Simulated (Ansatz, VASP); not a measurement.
## One calculation of Cu, two programs

Contents of POSCAR:

```
Cu
1.0
    2.5340966698      0.0000000000      0.0000000000
   -1.2670483349      2.1945920917      0.0000000000
    0.0000000000      0.0000000000      4.1125710000
Cu
2
Direct
    0.3333333333      0.6666666667      0.2500000000
    0.6666666667      0.3333333333      0.7500000000
```

Contents of INCAR.step1:

```
PREC = Accurate
ENCUT = 660
ISMEAR = 0
SIGMA = 0.1
LREAL = False
LASPH = True
NELM = 120
NBANDS = 18
GGA = PE
ALGO = Normal
EDIFF = 1E-5
LWAVE = True
LCHARG = False
GGA_COMPAT = False
```

INCAR.step2

```
PREC = Accurate
ENCUT = 660
EDIFF = 1E-6
ISMEAR = 0
SIGMA = 0.1
LREAL = False
LASPH = True
NELM = 120
ALGO = Normal
ISIF = 2
LWAVE = False
LCHARG = False
METAGGA = R2SCAN
LMIXTAU = True
NBANDS = 18
ISTART = 1
GGA_COMPAT = False
```

Contents of KPOINTS:

```
Automatic mesh
0
Gamma
  6 6 4
```

Input for Ansatz:

```yaml
crystal:
  lattice:
    - [2.5340966698, 0.0, 0.0]
    - [-1.2670483349, 2.1945920917, 0.0]
    - [0.0, 0.0, 4.112571]
  atoms:
    - { symbol: Cu, position: [0.3333333333, 0.6666666667, 0.25] }
    - { symbol: Cu, position: [0.6666666667, 0.3333333333, 0.75] }
basis:
  ecutwfc: 500
kpoints:
  mp_grid: { grid: [6, 6, 4] }
hamiltonian:
  xc: r2scan
scf:
  occupations: { method: gaussian, width: 0.1 }
output:
  forces: true
  stress: true
  eigenvalues: true
```

Alike in both runs: task single point; functional r2SCAN; k mesh 6 × 6 × 4; occupations gaussian, width 0.1 eV; no spin polarisation.

```csv
,VASP,Ansatz
version,VASP 6.6.1,Ansatz 0.2.0
potentials or method,"VASP PAW PBE potentials, release 64 (Cu), cutoff 660 eV","scalar-relativistic, plane waves, PAW"
valence electrons in the cell,22,38
```

|  | VASP | Ansatz | Ansatz less VASP |
| --- | --- | --- | --- |
| gap on the k mesh at the Fermi level (eV) | none | none | - |
| pressure (GPa) | 1.2 | 0.7 | -0.51 |
| traceless stress, the component that is largest in VASP (GPa) | -1.28 | -1.28 | +0.002 |

VASP's potentials were made for PBE, not for r2SCAN. A gap of «none» marks a metal or a gap that the smearing closes. VASP's potentials hold 22 valence electrons a cell and Ansatz's 38, so a difference there can come from the potentials and not from the codes.

The k mesh is coarse, so the values compare programs but aren't converged.
